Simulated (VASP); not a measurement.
# O (Im-3m) in VASP: notebook

O is run at these levels: LDA; tasks: single point, relaxation of cell and atoms.

Program: VASP 6.6.1. These are calculated values, not measurements. Logs are shortened: lines on timing, memory, paths and dates and some standing lists are left out, and cuts for length are marked.

## (1) The cell of the first run

The structure is cubic, space group Im-3m (No. 229). Conventional cell: a = 2.165 Å, b = 2.165 Å, c = 2.165 Å, α = 90.00°, β = 90.00°, γ = 90.00°. O (site symmetry m-3m) has 14 O at 1.87 to 2.16 Å within 2.5 Å.

## (2) Single point, LDA

Contents of INCAR:

```
SYSTEM = O
  ALGO = Normal
  EDIFF = 1E-6
  ENCUT = 600
  GGA = CA
  GGA_COMPAT = .False.
  ISIF = 2
  ISMEAR = -1
  LASPH = .True.
  LCHARG = .True.
  LELF = .True.
  LREAL = .False.
  LVHAR = .True.
  LWAVE = .False.
  NBANDS = 9
  NELM = 120
  PREC = Accurate
  SIGMA = 0.05
```

Contents of KPOINTS:

```
k-points
0
Gamma
  21 21 21
  0 0 0
```

Contents of POSCAR:

```
O
1.0
   -1.0824115149      1.0824115149      1.0824115149
    1.0824115149     -1.0824115149      1.0824115149
    1.0824115149      1.0824115149     -1.0824115149
O
1
Direct
    0.0000000000      0.0000000000      0.0000000000
```

Potentials or basis: VASP PAW LDA potentials, release 64 (O).

Launch:

```console
cat potpaw_LDA.64/O/POTCAR > POTCAR
mpirun -np 1 vasp_std > vasp.out
```

OUTCAR:

```text
SYSTEM = O
   EDIFF = 1E-6
   ENCUT = 600
   GGA = CA
   ISIF = 2
   ISMEAR = -1
   LASPH = .True.
   LREAL = .False.
   NELM = 120
   PREC = Accurate

 ion  position               nearest neighbor table
   1  0.000  0.000  0.000-

  LATTYP: Found a body centered cubic cell.
 ALAT       =     2.1648230298

  Lattice vectors:

 A1 = (  -1.0824115149,   1.0824115149,   1.0824115149)
 A2 = (   1.0824115149,  -1.0824115149,   1.0824115149)
 A3 = (   1.0824115149,   1.0824115149,  -1.0824115149)

Analysis of symmetry for initial positions (statically):
=====================================================================
 Subroutine PRICEL returns:
 Original cell was already a primitive cell.

 Routine SETGRP: Setting up the symmetry group for a
 body centered cubic supercell.

 Subroutine GETGRP returns: Found 48 space group operations
 (whereof 48 operations were pure point group operations)
 out of a pool of 48 trial point group operations.

The static configuration has the point symmetry O_h .

Analysis of symmetry for dynamics (positions and initial velocities):
=====================================================================
 Subroutine PRICEL returns:
 Original cell was already a primitive cell.

 Routine SETGRP: Setting up the symmetry group for a
 body centered cubic supercell.

 Subroutine GETGRP returns: Found 48 space group operations
 (whereof 48 operations were pure point group operations)
 out of a pool of 48 trial point group operations.

The dynamic configuration has the point symmetry O_h .

 Subroutine INISYM returns: Found 48 space group operations
 (whereof 48 operations are pure point group operations),
 and found     1 'primitive' translations

----------------------------------------------------------------------------------------

                                     Primitive cell

  volume of cell :       5.0727

  direct lattice vectors                    reciprocal lattice vectors
    -1.082411515  1.082411515  1.082411515     0.000000000  0.461931523  0.461931523
     1.082411515 -1.082411515  1.082411515     0.461931523  0.000000000  0.461931523
     1.082411515  1.082411515 -1.082411515     0.461931523  0.461931523  0.000000000

  length of vectors
     1.874791739  1.874791739  1.874791739     0.653269825  0.653269825  0.653269825

  position of ions in fractional coordinates (direct lattice)
     0.000000000  0.000000000  0.000000000

  ion indices of the primitive-cell ions
   primitive index   ion index
                 1           1

----------------------------------------------------------------------------------------

 KPOINTS: k-points

Automatic generation of k-mesh.
 Grid dimensions read from file:
 generate k-points for:   21   21   21

 Generating k-lattice:

  Cartesian coordinates                     Fractional coordinates (reciprocal lattice)
     0.000000000  0.021996739  0.021996739     0.047619048  0.000000000  0.000000000
     0.021996739  0.000000000  0.021996739     0.000000000  0.047619048  0.000000000
     0.021996739  0.021996739  0.000000000     0.000000000  0.000000000  0.047619048

  Length of vectors
     0.031108087  0.031108087  0.031108087

  Shift w.r.t. Gamma in fractional coordinates (k-lattice)
     0.000000000  0.000000000  0.000000000

 Subroutine IBZKPT returns following result:
 ===========================================

 Found    286 irreducible k-points:

 Following reciprocal coordinates:
            Coordinates               Weight
  0.000000  0.000000  0.000000      1.000000
  0.047619  0.000000  0.000000     12.000000
  0.095238  0.000000  0.000000     12.000000
  0.142857  0.000000  0.000000     12.000000
  0.190476  0.000000  0.000000     12.000000
  0.238095  0.000000  0.000000     12.000000
[... 16 lines left out ...]
  0.142857  0.095238  0.000000     48.000000
  0.190476  0.095238  0.000000     48.000000
 [... further k-points ...]
   k-points           NKPTS =    286   k-points in BZ     NKDIM =    286   number of bands    NBANDS=      9
   number of dos      NEDOS =    301   number of ions     NIONS =      1
   total plane-waves  NPLWV =   4096
   dimension x,y,z NGX =    16 NGY =   16 NGZ =   16
   dimension x,y,z NGXF=    32 NGYF=   32 NGZF=   32
   ions per type =               1
   NGX,Y,Z   is equivalent  to a cutoff of  14.19, 14.19, 14.19 a.u.
   NGXF,Y,Z  is equivalent  to a cutoff of  28.38, 28.38, 28.38 a.u.
 SYSTEM =  O
   PREC   = accura    normal or accurate (medium, high low for compatibility)
   ISTART =      0    job   : 0-new  1-cont  2-samecut
   ICHARG =      2    charge: 1-file 2-atom 10-const
   ISPIN  =      1    spin polarized calculation?
   LNONCOLLINEAR =      F non collinear calculations
   LSORBIT =      F    spin-orbit coupling
   LASPH  =      T    aspherical Exc in radial PAW
   ENCUT  =  600.0 eV  44.10 Ry    6.64 a.u.   3.74  3.74  3.74*2*pi/ulx,y,z
   NELM   =    120;   NELMIN=  2; NELMDL= -5     # of ELM steps
   EDIFF  = 0.1E-05   stopping-criterion for ELM
   LREAL  =      F    real-space projection
   EDIFFG = 0.1E-04   stopping-criterion for IOM
   NSW    =      0    number of steps for IOM
   IBRION =     -1    ionic relax: 0-MD 1-quasi-New 2-CG
   NFREE  =      0    steps in history (QN), initial steepest desc. (CG)
   ISIF   =      2    stress and relaxation
   ISYM   =      2    0-nonsym 1-usesym 2-fastsym
   POTIM  = 0.5000    time-step for ionic-motion
   TEBEG  =    0.0;   TEEND  =   0.0 temperature during run
   PSTRESS=    0.0 pullay stress
   NELECT =       6.0000    total number of electrons
   NUPDOWN=      -1.0000    fix difference up-down
   EMIN   =  10.00;   EMAX   =-10.00  energy-range for DOS
   EFERMI =   0.00;   METHOD = LEGACY
   ISMEAR =    -1;   SIGMA  =   0.05  broadening in eV -4-tet -1-fermi 0-gaus
   EFERMI_NEDOS =   21; number of points for ismear=-14 and -15
   IALGO  =     38    algorithm
   IMIX   =      4    mixing-type and parameters
     AMIX     =   0.40;   BMIX     =  1.00
     AMIX_MAG =   1.60;   BMIX_MAG =  1.00
  volume/ion in A,a.u.               =       5.07        34.23
  Fermi-wavevector in a.u.,A,eV,Ry     =   1.731329  3.271737 40.783448  2.997499
  Thomas-Fermi vector in A             =   2.805716
   LORBIT       =      0    0 simple, 1 ext, 2 COOP (PROOUT), +10 PAW based schemes
   GGA     = CA    functional components
   LHFCALC =     F    Hartree Fock is set to
   AEXX    =    0.0000 exact exchange contribution
   IVDW    =     0    specifies the selected vdW correction
   LEPSILON=     F    determine dielectric tensor
   LRPA    =     F    only Hartree local field effects (RPA)
 non-spin polarized calculation
  energy-cutoff  :      600.00
  volume of cell :        5.07
 maximum number of plane-waves:       178
   NGX =  7   NGY =  7   NGZ =  7

 number of electron       6.0000002 magnetization

 Free energy of the ion-electron system (eV)
  ---------------------------------------------------
  ext. energy  EPLUGINS =         0.00000000
  ---------------------------------------------------
  free energy    TOTEN  =        -2.65290655 eV

  energy without entropy =       -2.64779932  energy(sigma->0) =       -2.65035294

 E-fermi :   8.9241     XC(G=0): -15.2915

 val. band max:        8.9187275072   @ k =  -0.4286   0.4762   0.1905
 cond. band min:       8.9262425437   @ k =  -0.4762  -0.4762   0.1905
 fundamental gap:      0.0075150364
 Fermi energy:         8.9240794721

 k-point     1 :       0.0000    0.0000    0.0000
  band No.  band energies     occupation
      1     -18.5760      2.00000
      2      12.2183      0.00000
      3      12.2183      0.00000
      4      12.2183      0.00000
      5      37.7876      0.00000
      6      51.2548      0.00000
      7      51.2548      0.00000
      8      51.2548      0.00000
      9      56.1875      0.00000

 k-point     2 :       0.0476    0.0000    0.0000
  band No.  band energies     occupation
      1     -18.4624      2.00000
      2      11.9663      0.00000
      3      12.1207      0.00000
      4      12.2018      0.00000
      5      37.8881      0.00000
      6      50.2626      0.00000
      7      50.3532      0.00000
      8      51.5852      0.00000
      9      54.5400      0.00000

 k-point     3 :       0.0952    0.0000    0.0000
  band No.  band energies     occupation
      1     -18.1226      2.00000
      2      11.2280      0.00000
      3      11.8422      0.00000
      4      12.1533      0.00000
      5      38.1539      0.00000
      6      47.4678      0.00000
      7      48.5021      0.00000
      8      52.5594      0.00000
      9      54.0685      0.00000

 k-point     4 :       0.1429    0.0000    0.0000
  band No.  band energies     occupation
      1     -17.5598      2.00000
      2      10.0513      0.00000
      3      11.4215      0.00000
      4      12.0761      0.00000
      5      38.4512      0.00000
      6      44.5209      0.00000
      7      46.5196      0.00000
      8      52.9880      0.00000
      9      54.1299      0.00000

 k-point     5 :       0.1905    0.0000    0.0000
  band No.  band energies     occupation
      1     -16.7796      2.00000
      2       8.5052      1.99954
      3      10.9112      0.00000
      4      11.9756      0.00000
      5      38.3917      0.00000
      6      42.3671      0.00000
      7      44.6689      0.00000
      8      52.3302      0.00000
      9      56.0400      0.00000

 k-point     6 :       0.2381    0.0000    0.0000
  band No.  band energies     occupation
      1     -15.7914      2.00000
      2       6.6728      2.00000
      3      10.3666      0.00000
      4      11.8598      0.00000
      5      37.3630      0.00000
      6      41.6782      0.00000
      7      43.0359      0.00000
      8      52.0345      0.00000
      9      57.4654      0.00000
[... 169 lines left out ...]
 k-point    21 :       0.4762    0.0476    0.0000
  band No.  band energies     occupation
      1      -9.0945      2.00000
      2      -2.8725      2.00000
      3       8.3900      1.99995
      4      11.2549      0.00000
      5      32.5477      0.00000
      6      38.8525      0.00000
      7      43.3642      0.00000
      8      53.8924      0.00000
      9      64.7824      0.00000

 k-point    22 :       0.0952    0.0952    0.0000
  band No.  band energies     occupation
      1     -17.2242      2.00000
      2       9.4828      0.00003
      3      11.2817      0.00000
      4      11.8053      0.00000
      5      38.6795      0.00000
      6      43.4902      0.00000
      7      45.1120      0.00000
      8      52.3604      0.00000
      9      54.9760      0.00000

 k-point    23 :       0.1429    0.0952    0.0000
  band No.  band energies     occupation
      1     -16.4481      2.00000
      2       8.1276      2.00000
      3      10.6837      0.00000
      4      11.6325      0.00000
      5      38.7965      0.00000
      6      41.4520      0.00000
      7      43.6376      0.00000
      8      52.2734      0.00000
      9      56.7781      0.00000

 k-point    24 :       0.1905    0.0952    0.0000
  band No.  band energies     occupation
      1     -15.4658      2.00000
      2       6.4910      2.00000
      3       9.9971      0.00000
      4      11.4725      0.00000
      5      37.9341      0.00000
      6      40.6231      0.00000
      7      42.5135      0.00000
      8      52.3289      0.00000
      9      58.6014      0.00000

 [... further k-points ...]

------------------------ aborting loop because EDIFF is reached ----------------------------------------

  FORCE on cell =-STRESS in cart. coord.  units (eV):
  Direction    XX          YY          ZZ          XY          YZ          ZX
  --------------------------------------------------------------------------------------
  -------------------------------------------------------------------------------------
  Total        4.4565276      4.4565276      4.4565276     -0.0000000      0.0000000      0.0000000
  in kB     1407.5699359   1407.5699359   1407.5699359     -0.0000000      0.0000000      0.0000000
  external PRESSURE =    1407.5699359 kB  Pullay stress =       0.0000000 kB

 VOLUME and BASIS-vectors are now :
 -----------------------------------------------------------------------------
  energy-cutoff  :      600.00
  volume of cell :        5.07
      direct lattice vectors                 reciprocal lattice vectors
    -1.082411515  1.082411515  1.082411515     0.000000000  0.461931523  0.461931523
     1.082411515 -1.082411515  1.082411515     0.461931523  0.000000000  0.461931523
     1.082411515  1.082411515 -1.082411515     0.461931523  0.461931523  0.000000000

 POSITION                                       TOTAL-FORCE (eV/Angst)
 -----------------------------------------------------------------------------------
      0.00000      0.00000      0.00000        -0.000000      0.000000     -0.000000
 -----------------------------------------------------------------------------------
    total drift:                                0.000000      0.000000     -0.000000

  FREE ENERGIE OF THE ION-ELECTRON SYSTEM (eV)
  ---------------------------------------------------
  free  energy   TOTEN  =        -2.6529065505 eV

  energy  without entropy=       -2.6477993248  energy(sigma->0) =       -2.65035294
```

Run time: 7.1 s. Hardware: 1 thread of Intel Xeon 8259CL, shared host; peak memory 0.12 GiB.

Results:

```
Free energy            : -2.6529 eV
Pressure               : 140.8 GPa
Band gap on the k mesh : zero (bands 3 and 4 overlap by 8.80 eV)
```

Levels at points of the mesh, in eV from the Fermi level:
```
           k point  band 1  band 2  band 3  band 4  band 5  band 6  band 7
(0.00, 0.00, 0.00)  -27.50    3.29    3.29    3.29   28.86   42.33   42.33
```

Caveat: the cell stands under pressure.

## (3) Single point, LDA

Contents of INCAR:

```
SYSTEM = O
  PREC = Accurate
  ENCUT = 600
  EDIFF = 1E-6
  ISMEAR = -1
  SIGMA = 0.05
  LREAL = .False.
  LASPH = .True.
  NELM = 120
  ALGO = Normal
  ISIF = 2
  LWAVE = .False.
  LCHARG = .False.
  GGA = CA
  NBANDS = 9
  GGA_COMPAT = .False.
```

Contents of KPOINTS:

```
Automatic mesh
0
Gamma
  21 21 21
  0 0 0
```

Contents of POSCAR:

```
O
1.0
   -1.0824755969      1.0824755969      1.0824755969
    1.0824755969     -1.0824755969      1.0824755969
    1.0824755969      1.0824755969     -1.0824755969
O
1
Direct
    0.0000000000      0.0000000000      0.0000000000
```

Potentials or basis: VASP PAW LDA potentials, release 64 (O).

Launch:

```console
cat potpaw_LDA.64/O/POTCAR > POTCAR
mpirun -np 1 vasp_std > vasp.out
```

Wall time 6.8 s (1 thread of Intel Xeon 8259CL, shared host); peak memory 0.12 GiB.

It converged, with:

```
Free energy            : -2.6537 eV
Pressure               : 140.6 GPa
Band gap on the k mesh : zero (bands 3 and 4 overlap by 8.80 eV)
```

Levels at points of the mesh, in eV from the Fermi level:
```
           k point  band 1  band 2  band 3  band 4  band 5  band 6
(0.00, 0.00, 0.00)  -27.50    3.29    3.29    3.29   28.86   42.33
```

Caveat: the cell stands under pressure.

## (4) Relaxation of cell and atoms, LDA, target pressure 140 GPa, at which the enthalpy is minimised

Contents of INCAR:

```
ALGO = Normal
EDIFF = 1E-7
EDIFFG = -0.005
ENCUT = 600
GGA_COMPAT = F
IBRION = 2
ISIF = 3
ISMEAR = -1
LASPH = T
LCHARG = F
LREAL = F
LWAVE = F
NELM = 120
NELMIN = 4
NSW = 32
PREC = Accurate
PSTRESS = 1400.0
SIGMA = 0.05
```

Contents of KPOINTS:

```
k-points
0
Gamma
  21 21 21
```

Contents of POSCAR:

```
O
1.0
   -1.0824115149      1.0824115149      1.0824115149
    1.0824115149     -1.0824115149      1.0824115149
    1.0824115149      1.0824115149     -1.0824115149
O
1
Direct
    0.0000000000      0.0000000000      0.0000000000
```

Launch:

```console
cat potpaw_LDA.64/O/POTCAR > POTCAR
mpirun -np 1 vasp_std > vasp.out
```

Run time: 9.3 s. Hardware: 1 thread of Intel Xeon 8259CL, shared host; peak memory 0.11 GiB.

Results (log left out):

| Property | Result |
| --- | --- |
| Free energy | -2.6575 eV |
| Relaxed volume | 5.08 Å³/atom |
| Relaxed cell | a = 1.875 Å, b = 1.875 Å, c = 1.875 Å, α = 109.47°, β = 109.47°, γ = 109.47° |
| Space group after relaxing (to 0.1 Å) | Im-3m (No. 229) |
| Energy change on relaxing (the run minimises the enthalpy) | -4.6 meV/atom |
| Ionic steps | 3 |
| Pressure after relaxing | 140.0 GPa |
| Band gap on the k mesh | zero (bands 3 and 4 overlap by 8.79 eV) |

Step by step:
```tsv
step	energy change (eV)	largest force (eV/Å)	pressure (GPa)	volume (Å³)
1	0.0000	0.0000	140.76	5.07
2	-0.0153	0.0000	138.25	5.09
3	-0.0046	0.0000	140.00	5.08
```

Final structure:
```yaml
crystal:
  lattice:
    - [-1.08278, 1.08278, 1.08278]
    - [1.08278, -1.08278, 1.08278]
    - [1.08278, 1.08278, -1.08278]
  atoms:
    - { symbol: O, position: [0.00000, 0.00000, 0.00000] }
```

Levels at points of the mesh, in eV from the Fermi level:
| k point | band 1 | band 2 | band 3 | band 4 | band 5 | band 6 | band 7 |
| --- | --- | --- | --- | --- | --- | --- | --- |
| (0.00, 0.00, 0.00) | -27.48 | 3.29 | 3.29 | 3.29 | 28.83 | 42.31 | 42.31 |

Caveat: the cell is relaxed towards a set pressure, so the run minimises the enthalpy, not the energy.

## (5) Relaxation of cell and atoms, LDA, target pressure 140 GPa, at which the enthalpy is minimised

This run uses another cell than the first one, of 5.12 Å³/atom.

Contents of INCAR:

```
ALGO = Normal
EDIFF = 1E-7
EDIFFG = -0.005
ENCUT = 600
GGA_COMPAT = False
IBRION = 2
ISIF = 3
ISMEAR = -1
LASPH = True
LCHARG = False
LREAL = False
LWAVE = False
NELM = 120
NELMIN = 4
NSW = 60
PREC = Accurate
PSTRESS = 1400.0
SIGMA = 0.05
```

KPOINTS is that of step 4.

Contents of POSCAR:

```
O
1.0
   -1.0855392778      1.0855392778      1.0855392778
    1.0855392778     -1.0855392778      1.0855392778
    1.0855392778      1.0855392778     -1.0855392778
O
1
Direct
    0.0000000000      0.0000000000      0.0000000000
```

Launch:

```console
cat potpaw_LDA.64/O/POTCAR > POTCAR
mpirun -np 1 vasp_std > vasp.out
```

It took 10 s on 1 thread of Intel Xeon 8259CL, shared host; peak memory 0.11 GiB.

The run converged. Its results:

| Property | Result |
| --- | --- |
| Free energy | -2.6578 eV |
| Relaxed volume | 5.08 Å³/atom |
| Relaxed cell | a = 1.875 Å, b = 1.875 Å, c = 1.875 Å, α = 109.47°, β = 109.47°, γ = 109.47° |
| Space group after relaxing (to 0.1 Å) | Im-3m (No. 229) |
| Energy change on relaxing (the run minimises the enthalpy) | +33.3 meV/atom |
| Ionic steps | 3 |
| Pressure after relaxing | 140.0 GPa |
| Band gap on the k mesh | zero (bands 3 and 4 overlap by 8.79 eV) |

Step by step:
| step | energy change (eV) | largest force (eV/Å) | pressure (GPa) | volume (Å³) |
| --- | --- | --- | --- | --- |
| 1 | 0.0000 | 0.0000 | 134.55 | 5.12 |
| 2 | 0.1145 | 0.0000 | 153.08 | 4.99 |
| 3 | 0.0333 | 0.0000 | 139.97 | 5.08 |

Final structure:
```
O
1.0
    -1.08278    1.08278    1.08278
     1.08278   -1.08278    1.08278
     1.08278    1.08278   -1.08278
O
1
Direct
  0.00000 0.00000 0.00000
```

Levels at points of the mesh, in eV from the Fermi level:
| k point | band 1 | band 2 | band 3 | band 4 | band 5 | band 6 | band 7 |
| --- | --- | --- | --- | --- | --- | --- | --- |
| (0.00, 0.00, 0.00) | -27.48 | 3.29 | 3.29 | 3.29 | 28.83 | 42.31 | 42.31 |

Caveat: the cell is relaxed towards a set pressure, so the run minimises the enthalpy, not the energy.

## (6) The runs side by side

| task | cell | gap on the mesh (eV) | pressure (GPa) |
| --- | --- | --- | --- |
| single point | a = 1.875 Å, angles 109.5°, 1 atom | none | 140.6 |
| relaxation of cell and atoms | relaxed to 140 GPa from a = 1.875 Å, angles 109.5°, 1 atom | none | 140.0 |
| relaxation of cell and atoms | relaxed to 140 GPa from a = 1.880 Å, angles 109.5°, 1 atom | none | 140.0 |

Alike in all rows: level LDA; potentials or basis VASP PAW LDA potentials, release 64 (O); no spin polarisation; k mesh 21 × 21 × 21; cutoff (eV) 600; smearing fermi-dirac 0.05 eV.

Caveats: the cell is relaxed towards a set pressure, so the run minimises the enthalpy, not the energy (at least some runs); the cell stands under pressure (at least some runs).

Absolute energies hang on the potentials; compare differences alone.
